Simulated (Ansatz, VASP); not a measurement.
Two plane-wave programs on LiCl

Contents of INCAR:

```
SYSTEM = LiCl
PREC     = Accurate       ! precision mode
ENCUT    = 520            ! plane-wave cutoff, eV
EDIFF    = 1E-6           ! SCF threshold, eV
ISMEAR   = 0              ! smearing method
SIGMA    = 0.05           ! smearing width, eV
LREAL    = .False.        ! projectors in reciprocal space
LASPH    = .True.         ! aspherical terms in the spheres
NELM     = 80             ! most SCF steps
ALGO     = Normal         ! electronic algorithm
ISIF     = 2              ! what is computed and relaxed
LWAVE    = .False.        ! write WAVECAR
LCHARG   = .True.         ! write CHGCAR
LELF     = .True.         ! ELF
LVHAR    = .True.       
NBANDS   = 12             ! bands
```

The input KPOINTS:

```
Automatic mesh
0
Gamma
  8 8 8
  0 0 0
```

POSCAR

```
LiCl
1.0
    0.0000000000      2.5006410000      2.5647600000
    2.5006410000      0.0000000000      2.5647600000
    2.5006410000      2.5006410000      0.0000000000
Li Cl
1 1
Direct
    0.0000000000      0.0000000000      0.0000000000
    0.5000000000      0.5000000000      0.5000000000
```

Input for Ansatz:

```yaml
crystal:
  lattice:
    - [0.0, 2.500641, 2.56476]
    - [2.500641, 0.0, 2.56476]
    - [2.500641, 2.500641, 0.0]
  atoms:
    - { symbol: Li, position: [0.0, 0.0, 0.0] }
    - { symbol: Cl, position: [0.5, 0.5, 0.5] }
basis:
  ecutwfc: 420
kpoints:
  mp_grid: { grid: [8, 8, 8] }
hamiltonian:
  xc: lda
scf:
  occupations: { method: gaussian, width: 0.05 }
output:
  forces: true
  stress: true
  eigenvalues: true
```

Change from the starting cell: strain -0.025 along x and y, +0.000 along z, atoms carried along.

Alike in both runs: task single point; functional LDA; k mesh 8 × 8 × 8; occupations gaussian, width 0.05 eV; no spin polarisation.

```csv
,VASP,Ansatz
version,VASP 6.6.1,Ansatz 0.2.0
potentials or method,"VASP PAW LDA potentials, release 64 (Li_sv, Cl), cutoff 520 eV","scalar-relativistic, plane waves, PAW"
valence electrons in the cell,10,10
```

```tsv
	VASP	Ansatz	Ansatz less VASP
gap on the k mesh at the Fermi level (eV)	6.26	6.24	-0.020
least direct gap on the mesh (eV)	6.26	6.24	-0.020
```

LDA's correlation is that of Perdew and Zunger in VASP and of Perdew and Wang (1992) in Ansatz.

Noted on VASP's run: the cutoff is short for stress, so the pressure is rough.
